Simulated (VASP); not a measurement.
# BP (a.bA) (F-43m) in VASP: further runs, part 2 of 2

VASP 6.6.1. Earlier steps stand in the parts before.

## (4) Single point, PBEsol

Contents of INCAR:

```
ALGO = Normal
EDIFF = 1E-6
ENCUT = 500
GGA = PS
GGA_COMPAT = False
ISIF = 2
ISMEAR = 0
LASPH = True
LCHARG = False
LREAL = False
LWAVE = False
NBANDS = 11
NELM = 120
PREC = Accurate
SIGMA = 0.02
```

Contents of KPOINTS:

```
k-points
0
Gamma
  10 10 10
```

Contents of POSCAR:

```
BP
1.0
    0.0000000000      2.2600000000      2.2600000000
    2.2600000000      0.0000000000      2.2600000000
    2.2600000000      2.2600000000      0.0000000000
B P
1 1
Direct
    0.0000000000      0.0000000000      0.0000000000
    0.2500000000      0.2500000000      0.2500000000
```

Potentials or basis: VASP PAW PBE potentials, release 64 (B, P).

Launch:

```console
$ cat potpaw_PBE.64/B/POTCAR potpaw_PBE.64/P/POTCAR > POTCAR
$ mpirun -np 1 vasp_std > vasp.out
```

OUTCAR:

```text
EDIFF = 1E-6
   ENCUT = 500
   GGA = PS
   ISIF = 2
   ISMEAR = 0
   LASPH = True
   LREAL = False
   NELM = 120
   PREC = Accurate

 ion  position               nearest neighbor table
   1  0.000  0.000  0.000-   2 1.96   2 1.96   2 1.96   2 1.96
   2  0.250  0.250  0.250-   1 1.96   1 1.96   1 1.96   1 1.96

  LATTYP: Found a face centered cubic cell.
 ALAT       =     4.5200000000

  Lattice vectors:

 A1 = (   0.0000000000,   2.2600000000,   2.2600000000)
 A2 = (   2.2600000000,   0.0000000000,   2.2600000000)
 A3 = (   2.2600000000,   2.2600000000,   0.0000000000)

Analysis of symmetry for initial positions (statically):
=====================================================================
 Subroutine PRICEL returns:
 Original cell was already a primitive cell.

 Routine SETGRP: Setting up the symmetry group for a
 face centered cubic supercell.

 Subroutine GETGRP returns: Found 24 space group operations
 (whereof 24 operations were pure point group operations)
 out of a pool of 48 trial point group operations.

The static configuration has the point symmetry T_d .

[... 171 lines left out ...]
      3       7.5473      2.00000
      4       7.5473      2.00000
      5      10.9217      0.00000
      6      10.9217      0.00000
      7      10.9217      0.00000
      8      15.0709      0.00000
      9      18.8717      0.00000
     10      19.7039      0.00000
     11      19.7039      0.00000
[... 309 lines left out ...]
 k-point    24 :       0.4000    0.3000    0.0000
  band No.  band energies     occupation
      1      -5.0756      2.00000
      2       1.3566      2.00000
      3       3.4132      2.00000
      4       3.9659      2.00000
      5       9.2499      0.00000
      6      11.0404      0.00000
      7      17.0791      0.00000
      8      17.0835      0.00000
      9      21.6191      0.00000
     10      22.8773      0.00000
     11      24.6368      0.00000

 [... further k-points ...]

------------------------ aborting loop because EDIFF is reached ----------------------------------------

  FORCE on cell =-STRESS in cart. coord.  units (eV):
  Direction    XX          YY          ZZ          XY          YZ          ZX
  --------------------------------------------------------------------------------------
  -------------------------------------------------------------------------------------
  Total        0.0183256      0.0183256      0.0183256      0.0000000      0.0000000      0.0000000
  in kB        1.2717816      1.2717816      1.2717816      0.0000000      0.0000000      0.0000000
  external PRESSURE =       1.2717816 kB  Pullay stress =       0.0000000 kB

 VOLUME and BASIS-vectors are now :
 -----------------------------------------------------------------------------
  energy-cutoff  :      500.00
  volume of cell :       23.09
      direct lattice vectors                 reciprocal lattice vectors
     0.000000000  2.260000000  2.260000000    -0.221238938  0.221238938  0.221238938
     2.260000000  0.000000000  2.260000000     0.221238938 -0.221238938  0.221238938
     2.260000000  2.260000000  0.000000000     0.221238938  0.221238938 -0.221238938

 POSITION                                       TOTAL-FORCE (eV/Angst)
 -----------------------------------------------------------------------------------
      0.00000      0.00000      0.00000         0.000000      0.000000      0.000000
      1.13000      1.13000      1.13000        -0.000000     -0.000000     -0.000000
 -----------------------------------------------------------------------------------
    total drift:                                0.000000      0.000000      0.000000

  FREE ENERGIE OF THE ION-ELECTRON SYSTEM (eV)
  ---------------------------------------------------
  free  energy   TOTEN  =       -13.6732861326 eV

  energy  without entropy=      -13.6732861326  energy(sigma->0) =      -13.67328613
```

OSZICAR:

```text
N       E                     dE             d eps       ncg     rms          rms(c)
DAV:   1     0.776118920098E+01    0.77612E+01   -0.39052E+03  1034   0.636E+02
DAV:   2    -0.138053848746E+02   -0.21567E+02   -0.20564E+02  1410   0.108E+02
DAV:   3    -0.144047976330E+02   -0.59941E+00   -0.59743E+00  1318   0.154E+01
DAV:   4    -0.144069982888E+02   -0.22007E-02   -0.22004E-02  1200   0.109E+00
DAV:   5    -0.144070088775E+02   -0.10589E-04   -0.10589E-04  1278   0.746E-02    0.714E+00
DAV:   6    -0.137853006541E+02    0.62171E+00   -0.13255E+00  1169   0.492E+00    0.382E+00
DAV:   7    -0.136825569382E+02    0.10274E+00   -0.24828E-01  1283   0.245E+00    0.124E+00
DAV:   8    -0.136730844608E+02    0.94725E-02   -0.25674E-02  1202   0.901E-01    0.170E-01
DAV:   9    -0.136732237273E+02   -0.13927E-03   -0.69068E-04  1187   0.180E-01    0.103E-01
DAV:  10    -0.136732819336E+02   -0.58206E-04   -0.10608E-04  1139   0.629E-02    0.213E-02
DAV:  11    -0.136732858020E+02   -0.38684E-05   -0.54794E-06  1311   0.141E-02    0.261E-02
DAV:  12    -0.136732861326E+02   -0.33059E-06   -0.19354E-06   798   0.635E-03
   1 F= -.13673286E+02 E0= -.13673286E+02  d E =-.187635E-44
```

stdout:

```text
POSCAR found type information on POSCAR B P
 POSCAR found :  2 types and       2 ions
 scaLAPACK will be used
 -----------------------------------------------------------------------------
|                                                                             |
|                                                                             |
|     You enforced a specific xc type in the INCAR file but a different       |
|     I HOPE YOU KNOW WHAT YOU ARE DOING!                                     |
|                                                                             |
 -----------------------------------------------------------------------------

 LDA part: xc-table for (Slater+PW92), standard interpolation
 POSCAR, INCAR and KPOINTS ok, starting setup
 FFT: planning ... GRIDC
 FFT: planning ... GRID_SOFT
 FFT: planning ... GRID
 WAVECAR not read
 entering main loop
```

Run time: 5.5 s. Hardware: 1 thread of Intel Xeon Platinum 8488C (Sapphire Rapids), shared host; peak memory 0.14 GiB.

Results:

```
Free energy            : -13.6733 eV
Pressure               : 0.1 GPa
Band gap on the k mesh : 1.12 eV, indirect (least direct gap 3.37 eV)
```

Levels at points of the mesh, in eV from the valence-band top:
| k point | band 1 | band 2 | band 3 | band 4 | band 5 | band 6 | band 7 | band 8 |
| --- | --- | --- | --- | --- | --- | --- | --- | --- |
| (0.00, 0.00, 0.00) | -15.61 | 0.00 | 0.00 | 0.00 | 3.37 | 3.37 | 3.37 | 7.52 |
| (0.50, 0.00, 0.00) | -12.21 | -9.18 | -1.78 | -1.78 | 3.80 | 4.66 | 4.66 | 9.97 |
| (0.50, 0.50, 0.00) | -10.67 | -8.66 | -4.19 | -4.19 | 1.20 | 1.51 | 12.21 | 12.21 |

Caveat: the PAW data sets were made with another functional, which shifts forces and pressure a little.

## (5) Relaxation of cell and atoms, PBEsol

Contents of INCAR:

```
ALGO = Normal
EDIFF = 1E-7
EDIFFG = -0.002
ENCUT = 500
GGA = PS
GGA_COMPAT = False
IBRION = 2
ISIF = 3
ISMEAR = 0
LASPH = True
LCHARG = False
LREAL = False
LWAVE = False
NELM = 120
NELMIN = 4
NSW = 100
PREC = Accurate
SIGMA = 0.02
```

KPOINTS is that of step 4.

POSCAR is that of step 4.

Launch:

```console
$ cat potpaw_PBE.64/B/POTCAR potpaw_PBE.64/P/POTCAR > POTCAR
$ mpirun -np 1 vasp_std > vasp.out
```

Run time: 9.9 s. Hardware: 1 thread of Intel Xeon Platinum 8488C (Sapphire Rapids), shared host; peak memory 0.13 GiB.

It converged, with:

| Quantity | Value |
| --- | --- |
| Free energy | -13.6733 eV |
| Relaxed volume | 11.55 Å³/atom |
| Relaxed cell | a = 3.197 Å, b = 3.197 Å, c = 3.197 Å, α = 60.00°, β = 60.00°, γ = 60.00° |
| Space group after relaxing (to 0.05 Å) | F-43m (No. 216) |
| Energy gained by relaxing | 0.0 meV/atom |
| Ionic steps | 3 |
| Pressure after relaxing | 0.0 GPa |
| Band gap on the k mesh | 1.12 eV, indirect (least direct gap 3.37 eV) |

Final structure:
```xyz
2
Lattice="0.0000 2.2606 2.2606 2.2606 0.0000 2.2606 2.2606 2.2606 0.0000" Properties=species:S:1:pos:R:3 pbc="T T T"
B     0.0000    0.0000    0.0000
P     1.1303    1.1303    1.1303
```

Levels at points of the mesh, in eV from the valence-band top:
```tsv
k point	band 1	band 2	band 3	band 4	band 5	band 6	band 7	band 8
(0.00, 0.00, 0.00)	-15.60	0.00	0.00	0.00	3.37	3.37	3.37	7.51
(0.50, 0.00, 0.00)	-12.21	-9.18	-1.78	-1.78	3.80	4.66	4.66	9.97
(0.50, 0.50, 0.00)	-10.66	-8.66	-4.19	-4.19	1.20	1.51	12.20	12.20
```

Caveat: the PAW data sets were made with another functional, which shifts forces and pressure a little.

## (6) The runs side by side

```tsv
task	cell	k mesh	smearing	gap on the mesh (eV)	pressure (GPa)
single point	as given	8 × 8 × 8	gaussian 0.1 eV	1.15	0.1
single point	as given	10 × 10 × 10	gaussian 0.02 eV	1.12	0.1
relaxation of cell and atoms	relaxed	10 × 10 × 10	gaussian 0.02 eV	1.12	0.0
```

Alike in all rows: level PBEsol; potentials or basis VASP PAW PBE potentials, release 64 (B, P); no spin polarisation; cutoff (eV) 500.

Caveats: the PAW data sets were made with another functional, which shifts forces and pressure a little.

Absolute energies hang on the potentials; compare differences alone.
